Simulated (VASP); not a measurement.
# ZnO (zincite) (P6_3mc) in VASP: further runs

The runs below take ZnO (zincite) through single point, with PBEsol+D3(BJ), revPBE.

All numbers are computed with VASP 6.6.1; they aren't measurements. Logs are shortened: lines on timing, memory, paths and dates and some standing lists are left out, and cuts for length are marked.

**1. The cell of the first run**

Symmetry: P6_3mc, No. 186, hexagonal system. The conventional cell has a = 3.205 Å, b = 3.205 Å, c = 5.135 Å, α = 90.00°, β = 90.00°, γ = 120.00°. Zn (site symmetry 3m) has 4 O at 1.95 Å within 2.6 Å. Within 2.6 Å of O (site symmetry 3m) lie 4 Zn at 1.95 Å.

**2. Single point, PBEsol+D3(BJ)**

Input file INCAR:

```
ALGO = Normal
EDIFF = 1E-7
ENCUT = 520
GGA = PS
ISIF = 2
ISMEAR = -1
IVDW = 12
LASPH = T
LCHARG = T
LELF = T
LREAL = F
LVHAR = T
LWAVE = F
NBANDS = 26
NELM = 100
PREC = Accurate
SIGMA = 0.05
```

Input file KPOINTS:

```
k-points
0
Gamma
  9 9 5
```

Input file POSCAR:

```
ZnO
1.0
    3.2053930491      0.0000000000      0.0000000000
   -1.6026965246      2.7759518096      0.0000000000
    0.0000000000      0.0000000000      5.1353529565
Zn O
2 2
Direct
    0.6666666667      0.3333333333      0.0000000000
    0.3333333333      0.6666666667      0.5000000000
    0.3333333333      0.6666666667      0.8790100000
    0.6666666667      0.3333333333      0.3790100000
```

Potentials or basis: VASP PAW PBE potentials, release 64 (Zn, O).

Command:

```
$ cat potpaw_PBE.64/Zn/POTCAR potpaw_PBE.64/O/POTCAR > POTCAR
$ mpirun -np 1 vasp_std > vasp.out
```

OUTCAR:

```text
EDIFF = 1E-7
   ENCUT = 520
   GGA = PS
   ISIF = 2
   ISMEAR = -1
   IVDW = 12
   LASPH = T
   LREAL = F
   NELM = 100
   PREC = Accurate
 IVDW          = 12

 ion  position               nearest neighbor table
   1  0.667  0.333  0.000-   4 1.95   3 1.95   3 1.95   3 1.95
   2  0.333  0.667  0.500-   3 1.95   4 1.95   4 1.95   4 1.95
   3  0.333  0.667  0.879-   2 1.95   1 1.95   1 1.95   1 1.95
   4  0.667  0.333  0.379-   1 1.95   2 1.95   2 1.95   2 1.95

  LATTYP: Found a hexagonal cell.
 ALAT       =     3.2053930491
 C/A-ratio  =     1.6020977390

  Lattice vectors:

 A1 = (   3.2053930491,   0.0000000000,   0.0000000000)
 A2 = (  -1.6026965246,   2.7759518096,   0.0000000000)
 A3 = (   0.0000000000,   0.0000000000,   5.1353529565)

Analysis of symmetry for initial positions (statically):
=====================================================================
 Subroutine PRICEL returns:
 Original cell was already a primitive cell.

 Routine SETGRP: Setting up the symmetry group for a
 hexagonal supercell.

 Subroutine GETGRP returns: Found 12 space group operations
 (whereof  6 operations were pure point group operations)
 out of a pool of 24 trial point group operations.

The static configuration has the point symmetry C_3v.
 The point group associated with its full space group is C_6v.

Analysis of symmetry for dynamics (positions and initial velocities):
=====================================================================
 Subroutine PRICEL returns:
 Original cell was already a primitive cell.

 Routine SETGRP: Setting up the symmetry group for a
 hexagonal supercell.

 Subroutine GETGRP returns: Found 12 space group operations
 (whereof  6 operations were pure point group operations)
 out of a pool of 24 trial point group operations.

The dynamic configuration has the point symmetry C_3v.
 The point group associated with its full space group is C_6v.

 Subroutine INISYM returns: Found 12 space group operations
 (whereof  6 operations are pure point group operations),
 and found     1 'primitive' translations

----------------------------------------------------------------------------------------

                                     Primitive cell

  volume of cell :      45.6945

  direct lattice vectors                    reciprocal lattice vectors
     3.205393049  0.000000000  0.000000000     0.311974221  0.180118401  0.000000000
    -1.602696525  2.775951810  0.000000000     0.000000000  0.360236801  0.000000000
     0.000000000  0.000000000  5.135352957     0.000000000  0.000000000  0.194728582

  length of vectors
     3.205393049  3.205393049  5.135352957     0.360236801  0.360236801  0.194728582

  position of ions in fractional coordinates (direct lattice)
     0.666666667  0.333333333  0.000000000
     0.333333333  0.666666667  0.500000000
     0.333333333  0.666666667  0.879010000
     0.666666667  0.333333333  0.379010000

  ion indices of the primitive-cell ions
   primitive index   ion index
                 1           1
                 2           2
                 3           3
                 4           4

----------------------------------------------------------------------------------------

 KPOINTS: k-points

Automatic generation of k-mesh.
 Grid dimensions read from file:
 generate k-points for:    9    9    5

 Generating k-lattice:

  Cartesian coordinates                     Fractional coordinates (reciprocal lattice)
     0.034663802  0.020013156  0.000000000     0.111111111 -0.000000000  0.000000000
     0.000000000  0.040026311  0.000000000     0.000000000  0.111111111  0.000000000
     0.000000000  0.000000000  0.038945716     0.000000000  0.000000000  0.200000000

  Length of vectors
     0.040026311  0.040026311  0.038945716

  Shift w.r.t. Gamma in fractional coordinates (k-lattice)
     0.000000000  0.000000000  0.000000000

 Subroutine IBZKPT returns following result:
 ===========================================

 Found     36 irreducible k-points:

 Following reciprocal coordinates:
            Coordinates               Weight
  0.000000  0.000000  0.000000      1.000000
  0.111111  0.000000  0.000000      6.000000
  0.222222  0.000000  0.000000      6.000000
  0.333333  0.000000  0.000000      6.000000
  0.444444  0.000000  0.000000      6.000000
  0.111111  0.111111  0.000000      6.000000
[... 16 lines left out ...]
  0.333333  0.222222  0.200000     24.000000
  0.333333  0.333333  0.200000      4.000000
 [... further k-points ...]
   k-points           NKPTS =     36   k-points in BZ     NKDIM =     36   number of bands    NBANDS=     26
   number of dos      NEDOS =    301   number of ions     NIONS =      4
   total plane-waves  NPLWV =  23040
   dimension x,y,z NGX =    24 NGY =   24 NGZ =   40
   dimension x,y,z NGXF=    48 NGYF=   48 NGZF=   80
   ions per type =               2   2
   NGX,Y,Z   is equivalent  to a cutoff of  12.45, 12.45, 12.95 a.u.
   NGXF,Y,Z  is equivalent  to a cutoff of  24.89, 24.89, 25.90 a.u.
 SYSTEM =  unknown system
   PREC   = accura    normal or accurate (medium, high low for compatibility)
   ISTART =      0    job   : 0-new  1-cont  2-samecut
   ICHARG =      2    charge: 1-file 2-atom 10-const
   ISPIN  =      1    spin polarized calculation?
   LNONCOLLINEAR =      F non collinear calculations
   LSORBIT =      F    spin-orbit coupling
   LASPH  =      T    aspherical Exc in radial PAW
   ENCUT  =  520.0 eV  38.22 Ry    6.18 a.u.   5.96  5.96  9.55*2*pi/ulx,y,z
   NELM   =    100;   NELMIN=  2; NELMDL= -5     # of ELM steps
   EDIFF  = 0.1E-06   stopping-criterion for ELM
   LREAL  =      F    real-space projection
   EDIFFG = 0.1E-05   stopping-criterion for IOM
   NSW    =      0    number of steps for IOM
   IBRION =     -1    ionic relax: 0-MD 1-quasi-New 2-CG
   NFREE  =      0    steps in history (QN), initial steepest desc. (CG)
   ISIF   =      2    stress and relaxation
   ISYM   =      2    0-nonsym 1-usesym 2-fastsym
   POTIM  = 0.5000    time-step for ionic-motion
   TEBEG  =    0.0;   TEEND  =   0.0 temperature during run
   PSTRESS=    0.0 pullay stress
   NELECT =      36.0000    total number of electrons
   NUPDOWN=      -1.0000    fix difference up-down
   EMIN   =  10.00;   EMAX   =-10.00  energy-range for DOS
   EFERMI =   0.00;   METHOD = LEGACY
   ISMEAR =    -1;   SIGMA  =   0.05  broadening in eV -4-tet -1-fermi 0-gaus
   EFERMI_NEDOS =   21; number of points for ismear=-14 and -15
   IALGO  =     38    algorithm
   IMIX   =      4    mixing-type and parameters
     AMIX     =   0.40;   BMIX     =  1.00
     AMIX_MAG =   1.60;   BMIX_MAG =  1.00
  volume/ion in A,a.u.               =      11.42        77.09
  Fermi-wavevector in a.u.,A,eV,Ry     =   1.512009  2.857283 31.105265  2.286172
  Thomas-Fermi vector in A             =   2.621991
   LORBIT       =      0    0 simple, 1 ext, 2 COOP (PROOUT), +10 PAW based schemes
   GGA     = PS    functional components
   LHFCALC =     F    Hartree Fock is set to
   AEXX    =    0.0000 exact exchange contribution
   IVDW    =    12    specifies the selected vdW correction
   LEPSILON=     F    determine dielectric tensor
   LRPA    =     F    only Hartree local field effects (RPA)
 non-spin polarized calculation
  energy-cutoff  :      520.00
  volume of cell :       45.69
 maximum number of plane-waves:      1254
 NGX is ok and might be reduce to    24
   NGX = 11   NGY = 11   NGZ = 19

 number of electron      36.0000007 magnetization

 Free energy of the ion-electron system (eV)
  ---------------------------------------------------
  ext. energy  EPLUGINS =         0.00000000
  ---------------------------------------------------
  free energy    TOTEN  =       -19.37758691 eV

  energy without entropy =      -19.37758136  energy(sigma->0) =      -19.37758414

 E-fermi :   1.8376     XC(G=0): -11.4066

 val. band max:        1.4275211493   @ k =   0.0000   0.0000   0.0000
 cond. band min:       2.1722426774   @ k =   0.0000   0.0000   0.0000
 fundamental gap:      0.7447215282
 Fermi energy:         1.8375501533

 k-point     1 :       0.0000    0.0000    0.0000
  band No.  band energies     occupation
      1     -16.9551      2.00000
      2     -16.1367      2.00000
      3      -4.6089      2.00000
      4      -4.4921      2.00000
      5      -4.4921      2.00000
      6      -4.4472      2.00000
[... 18 lines left out ...]
     25      15.7057      0.00000
     26      15.7057      0.00000

 k-point     2 :       0.1111    0.0000    0.0000
  band No.  band energies     occupation
      1     -16.8804      2.00000
      2     -16.1043      2.00000
      3      -4.5976      2.00000
      4      -4.4889      2.00000
      5      -4.4510      2.00000
      6      -4.4032      2.00000
[... 18 lines left out ...]
     25      15.8468      0.00000
     26      15.8676      0.00000

 k-point     3 :       0.2222    0.0000    0.0000
  band No.  band energies     occupation
      1     -16.6810      2.00000
      2     -16.0271      2.00000
      3      -4.7752      2.00000
      4      -4.4136      2.00000
      5      -4.3548      2.00000
      6      -4.2801      2.00000
[... 18 lines left out ...]
     25      14.9642      0.00000
     26      15.8327      0.00000

 k-point     4 :       0.3333    0.0000    0.0000
  band No.  band energies     occupation
      1     -16.4261      2.00000
      2     -15.9559      2.00000
      3      -4.8848      2.00000
      4      -4.4918      2.00000
      5      -4.2676      2.00000
      6      -4.0946      2.00000
[... 18 lines left out ...]
     25      14.9186      0.00000
     26      15.6650      0.00000

 k-point     5 :       0.4444    0.0000    0.0000
  band No.  band energies     occupation
      1     -16.2245      2.00000
      2     -15.9380      2.00000
      3      -4.8346      2.00000
      4      -4.6099      2.00000
      5      -4.2272      2.00000
      6      -3.9240      2.00000
[... 18 lines left out ...]
     25      14.7153      0.00000
     26      15.8179      0.00000

 k-point     6 :       0.1111    0.1111    0.0000
  band No.  band energies     occupation
      1     -16.7431      2.00000
      2     -16.0495      2.00000
      3      -4.6865      2.00000
      4      -4.4960      2.00000
      5      -4.3415      2.00000
      6      -4.3141      2.00000
[... 427 lines left out ...]
 k-point    21 :       0.4444    0.1111    0.2000
  band No.  band energies     occupation
      1     -16.1385      2.00000
      2     -15.9589      2.00000
      3      -4.8127      2.00000
      4      -4.6860      2.00000
      5      -4.2244      2.00000
      6      -3.9697      2.00000
[... 18 lines left out ...]
     25      14.3975      0.00000
     26      15.5856      0.00000

 k-point    22 :       0.2222    0.2222    0.2000
  band No.  band energies     occupation
      1     -16.2648      2.00000
      2     -15.9678      2.00000
      3      -4.7456      2.00000
      4      -4.6380      2.00000
      5      -4.1983      2.00000
      6      -4.1846      2.00000
[... 18 lines left out ...]
     25      13.5120      0.00000
     26      16.8402      0.00000

 k-point    23 :       0.3333    0.2222    0.2000
  band No.  band energies     occupation
      1     -16.1044      2.00000
      2     -15.9583      2.00000
      3      -4.6492      2.00000
      4      -4.4922      2.00000
      5      -4.2675      2.00000
      6      -4.0535      2.00000
[... 18 lines left out ...]
     25      14.3223      0.00000
     26      15.9560      0.00000

 k-point    24 :       0.3333    0.3333    0.2000
  band No.  band energies     occupation
      1     -16.0024      2.00000
      2     -16.0024      2.00000
      3      -4.5294      2.00000
      4      -4.3345      2.00000
      5      -4.3345      2.00000
      6      -3.9796      2.00000
[... 18 lines left out ...]
     25      14.9355      0.00000
     26      16.2926      0.00000

 [... further k-points ...]

------------------------ aborting loop because EDIFF is reached ----------------------------------------

 Edisp (eV)   -0.76275

 E8    (eV) :    -0.4567

  FORCE on cell =-STRESS in cart. coord.  units (eV):
  Direction    XX          YY          ZZ          XY          YZ          ZX
  --------------------------------------------------------------------------------------
  -------------------------------------------------------------------------------------
  Total       0.72004     0.72004     1.26853    -0.00000     0.00000     0.00000
  in kB      25.24671    25.24671    44.47825    -0.00000     0.00000     0.00000
  external pressure =       31.66 kB  Pullay stress =        0.00 kB

 VOLUME and BASIS-vectors are now :
 -----------------------------------------------------------------------------
  energy-cutoff  :      520.00
  volume of cell :       45.69
      direct lattice vectors                 reciprocal lattice vectors
     3.205393049  0.000000000  0.000000000     0.311974221  0.180118401  0.000000000
    -1.602696525  2.775951810  0.000000000     0.000000000  0.360236801  0.000000000
     0.000000000  0.000000000  5.135352957     0.000000000  0.000000000  0.194728582

 POSITION                                       TOTAL-FORCE (eV/Angst)
 -----------------------------------------------------------------------------------
      1.60270      0.92532      0.00000        -0.000000      0.000000     -0.080569
     -0.00000      1.85063      2.56768         0.000000      0.000000     -0.080569
     -0.00000      1.85063      4.51403         0.000000      0.000000      0.080569
      1.60270      0.92532      1.94635        -0.000000     -0.000000      0.080569
 -----------------------------------------------------------------------------------
    total drift:                                0.000001      0.000001     -0.000187

  FREE ENERGIE OF THE ION-ELECTRON SYSTEM (eV)
  ---------------------------------------------------
  free  energy   TOTEN  =       -20.1403332259 eV

  energy  without entropy=      -20.1403276792  energy(sigma->0) =      -20.14033045
```

Wall time 42 s (1 thread of Intel Xeon Platinum 8259CL at 2.50GHz (Skylake/Cascade Lake), shared host); peak memory 0.19 GiB.

What came out:

```
Free energy                : -20.1403 eV
Pressure                   : 3.2 GPa
Largest force              : 0.081 eV/Å
Band gap on the k mesh     : 0.74 eV, direct
Dispersion energy per atom : -0.191 eV
```

Forces on the atoms (eV/Å):
```
Zn   0.000  0.000 -0.081
Zn   0.000  0.000 -0.081
O    0.000  0.000  0.081
O    0.000  0.000  0.081
```

Caveat: the PAW data sets were made with another functional, which shifts forces and pressure a little.

**3. Single point, revPBE**

Input file INCAR:

```
SYSTEM = ZnO
  ALGO = Normal
  EDIFF = 1E-6
  ENCUT = 520
  GGA = RE
  ISIF = 2
  ISMEAR = -1
  LASPH = .TRUE.
  LCHARG = .TRUE.
  LELF = .TRUE.
  LREAL = .FALSE.
  LVHAR = .TRUE.
  LWAVE = .FALSE.
  NBANDS = 26
  NELM = 100
  PREC = Accurate
  SIGMA = 0.05
```

Input file KPOINTS:

```
k-points
0
G
  9 9 5
  0 0 0
```

POSCAR is that of step 2.

Potentials or basis: VASP PAW PBE potentials, release 64 (Zn, O).

Command:

```
$ cat potpaw_PBE.64/Zn/POTCAR potpaw_PBE.64/O/POTCAR > POTCAR
$ mpirun -np 1 vasp_std > vasp.out
```

Run time: 35 s. Hardware: 1 thread of Intel Xeon Platinum 8259CL at 2.50GHz (Skylake/Cascade Lake), shared host; peak memory 0.18 GiB.

It converged, with:

```yaml
Free_energy: -16.3215 eV
Pressure: 16.5 GPa
Largest_force: 0.094 eV/Å
Band_gap_on_the_k_mesh: 0.91 eV, direct
```

Forces on the atoms (eV/Å):
```
Zn   0.000  0.000 -0.094
Zn   0.000  0.000 -0.094
O    0.000  0.000  0.094
O    0.000  0.000  0.094
```

Stress tensor (GPa, compression positive):
```
15.86  0.00  0.00
 0.00 15.86  0.00
 0.00  0.00 17.80
```

Levels at points of the mesh, in eV from the valence-band top:
```csv
k point,band 16,band 17,band 18,band 19,band 20,band 21
"(0.00, 0.00, 0.00)",-0.08,0.00,0.00,0.91,5.43,8.48
```

Caveat: the PAW data sets were made with another functional, which shifts forces and pressure a little.
